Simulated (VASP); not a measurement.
# Te6Mo3H (a cell with a defect) in VASP: a series of runs

Te6Mo3H (a cell with a defect) is run at these levels: PBEsol+D3(BJ); tasks: single point.

Program: VASP 6.6.1. These are calculated values, not measurements. Logs are shortened: lines on timing, memory, paths and dates and some standing lists are left out, and cuts for length are marked.

### Step 1. The cell of the first run

The cell holds a defect, 10 atoms: a = 3.433 Å, b = 3.433 Å, c = 20.770 Å, α = 90.00°, β = 90.00°, γ = 120.00°.

### Step 2. Single point, PBEsol+D3(BJ)

The input, INCAR:

```
PREC = Accurate
ENCUT = 400
EDIFF = 1E-6
ISMEAR = 0
SIGMA = 0.05
LREAL = F
LASPH = T
NELM = 120
ALGO = Normal
ISIF = 2
LWAVE = F
LCHARG = F
GGA = PS
IVDW = 12
NBANDS = 50
GGA_COMPAT = F
```

The input, KPOINTS:

```
Automatic mesh
0
Gamma
  9 9 2
```

The input, POSCAR:

```
Te6Mo3H
1.0
    3.4334342720      0.0000000000      0.0000000000
   -1.7167171360      2.9734413017      0.0000000000
    0.0000000000      0.0000000000     20.7704294686
Te Mo H
6 3 1
Direct
    0.0000000000      0.0000000000      0.9125759363
    0.3333333333      0.6666666667      0.5917818730
    0.3333333333      0.6666666667      0.2333053354
    0.3333333333      0.6666666667      0.7666946646
    0.3333333333      0.6666666667      0.4082181270
    0.0000000000      0.0000000000      0.0874240637
    0.0000000000      0.0000000000      0.6791511892
    0.0000000000      0.0000000000      0.3208488108
    0.3333333333      0.6666666667      0.0000000000
   -0.4689764967     -0.6094882483      0.9190103014
```

Potentials or basis: VASP PAW PBE potentials, release 64 (Te, Mo_sv, H).

Run with:

```
$ cat potpaw_PBE.64/Te/POTCAR potpaw_PBE.64/Mo_sv/POTCAR potpaw_PBE.64/H/POTCAR > POTCAR
$ mpirun -np 1 vasp_std > vasp.out
```

OUTCAR:

```text
PREC = Accurate
   ENCUT = 400
   EDIFF = 1E-6
   ISMEAR = 0
   LREAL = F
   LASPH = T
   NELM = 120
   ISIF = 2
   GGA = PS
   IVDW = 12
 IVDW          = 12

 ion  position               nearest neighbor table
   1  0.000  0.000  0.913-  10 1.64  10 1.90   9 2.69   9 2.69   9 2.69   4 3.62   4 3.62   4 3.62
                             6 3.63
   2  0.333  0.667  0.592-   7 2.69   7 2.69   7 2.69   4 3.63
   3  0.333  0.667  0.233-   8 2.69   8 2.69   8 2.69   6 3.62   6 3.62   6 3.62   5 3.63
   4  0.333  0.667  0.767-   7 2.69   7 2.69   7 2.69   1 3.62   1 3.62   1 3.62   2 3.63
   5  0.333  0.667  0.408-   8 2.69   8 2.69   8 2.69   3 3.63
   6  0.000  0.000  0.087-   9 2.69   9 2.69   9 2.69   3 3.62   3 3.62   3 3.62   1 3.63
   7  0.000  0.000  0.679-   2 2.69   2 2.69   2 2.69   4 2.69   4 2.69   4 2.69
   8  0.000  0.000  0.321-   5 2.69   5 2.69   5 2.69   3 2.69   3 2.69   3 2.69
   9  0.333  0.667  0.000-   1 2.69   6 2.69   1 2.69   6 2.69   1 2.69   6 2.69
  10  0.531  0.391  0.919-   1 1.64   1 1.90

  LATTYP: Found a hexagonal cell.
 ALAT       =     3.4334342720
 C/A-ratio  =     6.0494617992

  Lattice vectors:

 A1 = (   3.4334342720,   0.0000000000,   0.0000000000)
 A2 = (  -1.7167171360,   2.9734413017,   0.0000000000)
 A3 = (   0.0000000000,   0.0000000000,  20.7704294686)

Analysis of symmetry for initial positions (statically):
=====================================================================
 Subroutine PRICEL returns:
 Original cell was already a primitive cell.

 Routine SETGRP: Setting up the symmetry group for a
 hexagonal supercell.

 Subroutine GETGRP returns: Found  1 space group operations
 (whereof  1 operations were pure point group operations)
 out of a pool of 24 trial point group operations.

The static configuration has the point symmetry C_1 .

Analysis of symmetry for dynamics (positions and initial velocities):
=====================================================================
 Subroutine PRICEL returns:
 Original cell was already a primitive cell.

 Routine SETGRP: Setting up the symmetry group for a
 hexagonal supercell.

 Subroutine GETGRP returns: Found  1 space group operations
 (whereof  1 operations were pure point group operations)
 out of a pool of 24 trial point group operations.

The dynamic configuration has the point symmetry C_1 .

 Subroutine INISYM returns: Found  1 space group operations
 (whereof  1 operations are pure point group operations),
 and found     1 'primitive' translations

[... 122 lines left out ...]
   NUPDOWN=      -1.0000    fix difference up-down
   EMIN   =  10.00;   EMAX   =-10.00  energy-range for DOS
   EFERMI =   0.00;   METHOD = LEGACY
   ISMEAR =     0;   SIGMA  =   0.05  broadening in eV -4-tet -1-fermi 0-gaus
   EFERMI_NEDOS =   21; number of points for ismear=-14 and -15
   IALGO  =     38    algorithm
   IMIX   =      4    mixing-type and parameters
     AMIX     =   0.40;   BMIX     =  1.00
     AMIX_MAG =   1.60;   BMIX_MAG =  1.00
  volume/ion in A,a.u.               =      21.20       143.10
  Fermi-wavevector in a.u.,A,eV,Ry     =   1.177984  2.226067 18.880069  1.387646
  Thomas-Fermi vector in A             =   2.314321
   LORBIT       =      0    0 simple, 1 ext, 2 COOP (PROOUT), +10 PAW based schemes
   GGA     = PS    functional components
   LHFCALC =     F    Hartree Fock is set to
   AEXX    =    0.0000 exact exchange contribution
   IVDW    =    12    specifies the selected vdW correction
   LEPSILON=     F    determine dielectric tensor
   LRPA    =     F    only Hartree local field effects (RPA)
 non-spin polarized calculation
 Gauss-broadening in eV      SIGMA  =   0.05
  energy-cutoff  :      400.00
  volume of cell :      212.05
 maximum number of plane-waves:      3908
   NGX = 11   NGY = 11   NGZ = 67

 number of electron      78.9999990 magnetization

 Free energy of the ion-electron system (eV)
  ---------------------------------------------------
  ext. energy  EPLUGINS =         0.00000000
  ---------------------------------------------------
  free energy    TOTEN  =       -59.56974763 eV

  energy without entropy =      -59.56491468  energy(sigma->0) =      -59.56733116

 E-fermi :   9.6231     XC(G=0): -10.9066

 val. band max:        9.6208291620   @ k =   0.3333   0.3333   0.0000
 cond. band min:       9.6266513520   @ k =   0.3333   0.1111   0.0000
 fundamental gap:      0.0058221900
 Fermi energy:         9.6231185115

 k-point     1 :       0.0000    0.0000    0.0000
  band No.  band energies     occupation
      1     -51.7680      2.00000
      2     -51.6482      2.00000
      3     -51.6476      2.00000
      4     -26.1030      2.00000
      5     -25.9080      2.00000
      6     -25.9037      2.00000
[... 1261 lines left out ...]
     49      11.9622      0.00000
     50      12.2611      0.00000

 [... further k-points ...]

------------------------ aborting loop because EDIFF is reached ----------------------------------------

 Edisp (eV)   -5.04356

 E8    (eV) :    -3.4315

  FORCE on cell =-STRESS in cart. coord.  units (eV):
  Direction    XX          YY          ZZ          XY          YZ          ZX
  --------------------------------------------------------------------------------------
  -------------------------------------------------------------------------------------
  Total       3.93269     6.61484     3.13185     3.56268    -0.01570    -0.07364
  in kB      29.71438    49.97998    23.66344    26.91867    -0.11865    -0.55639
  external pressure =       34.45 kB  Pullay stress =        0.00 kB

 VOLUME and BASIS-vectors are now :
 -----------------------------------------------------------------------------
  energy-cutoff  :      400.00
  volume of cell :      212.05
      direct lattice vectors                 reciprocal lattice vectors
     3.433434272  0.000000000  0.000000000     0.291253573  0.168155329  0.000000000
    -1.716717136  2.973441302  0.000000000     0.000000000  0.336310658  0.000000000
     0.000000000  0.000000000 20.770429469     0.000000000  0.000000000  0.048145369

 POSITION                                       TOTAL-FORCE (eV/Angst)
 -----------------------------------------------------------------------------------
      0.00000      0.00000     18.95459        -1.067051     -0.948331     -1.951756
     -0.00000      1.98229     12.29156        -0.002430      0.001465     -0.049674
     -0.00000      1.98229      4.84585        -0.013258      0.006882     -0.052472
     -0.00000      1.98229     15.92458         0.005431     -0.011334      0.051131
     -0.00000      1.98229      8.47887        -0.002020      0.000668      0.052773
      0.00000      0.00000      1.81584         0.064624     -0.015272      0.044048
      0.00000      0.00000     14.10626         0.005759     -0.006476      0.036617
      0.00000      0.00000      6.66417         0.003012      0.000954     -0.002583
     -0.00000      1.98229      0.00000        -0.195876     -0.124211      1.764096
      1.15284      1.16116     19.08824         1.201810      1.095655      0.107820
 -----------------------------------------------------------------------------------
    total drift:                               -0.000031      0.000077      0.000064

  FREE ENERGIE OF THE ION-ELECTRON SYSTEM (eV)
  ---------------------------------------------------
  free  energy   TOTEN  =       -64.6133093347 eV

  energy  without entropy=      -64.6084763801  energy(sigma->0) =      -64.61089286
```

stdout:

```text
POSCAR found type information on POSCAR TeMoH
 POSCAR found :  3 types and      10 ions
 scaLAPACK will be used
 -----------------------------------------------------------------------------
|                                                                             |
|                                                                             |
|     You enforced a specific xc type in the INCAR file but a different       |
|     I HOPE YOU KNOW WHAT YOU ARE DOING!                                     |
|                                                                             |
 -----------------------------------------------------------------------------

 LDA part: xc-table for (Slater+PW92), standard interpolation
 POSCAR, INCAR and KPOINTS ok, starting setup
 FFT: planning ... GRIDC
 FFT: planning ... GRID_SOFT
 FFT: planning ... GRID
 WAVECAR not read
 entering main loop
```

Run time: 8.7 min. Hardware: 1 thread of Intel Xeon 6975P-C (Granite Rapids), shared host; peak memory 0.6 GiB.

What came out:

```
Free energy                : -64.6133 eV
Pressure                   : 3.4 GPa
Largest force              : 2.418 eV/Å
Band gap on the k mesh     : zero (an odd number of electrons rules out a gap without spin polarisation)
Dispersion energy per atom : -0.504 eV
```

Forces in eV/Å, atoms in the order of the input:
```
Te  -1.067 -0.948 -1.952
Te  -0.002  0.001 -0.050
Te  -0.013  0.007 -0.052
Te   0.005 -0.011  0.051
Te  -0.002  0.001  0.053
Te   0.065 -0.015  0.044
Mo   0.006 -0.006  0.037
Mo   0.003  0.001 -0.003
Mo  -0.196 -0.124  1.764
H    1.202  1.096  0.108
```

Stress tensor (GPa, compression positive):
```
 2.97  2.69 -0.06
 2.69  5.00 -0.01
-0.06 -0.01  2.37
```

Levels at points of the mesh, in eV from the Fermi level:
```
           k point  band 36  band 37  band 38  band 39  band 40  band 41  band 42  band 43  band 44  band 45
(0.00, 0.00, 0.00)    -1.56    -1.32    -0.79    -0.62    -0.21     1.56     2.31     2.40     2.56     2.61
(0.00, 0.00, 0.50)    -1.56    -1.27    -0.79    -0.62    -0.21     1.56     2.32     2.41     2.53     2.58
```

Caveat: the PAW data sets were made with another functional, which shifts forces and pressure a little; spin-orbit coupling is left out, which moves the levels of the heavy elements.

[end of part 1 of 2]
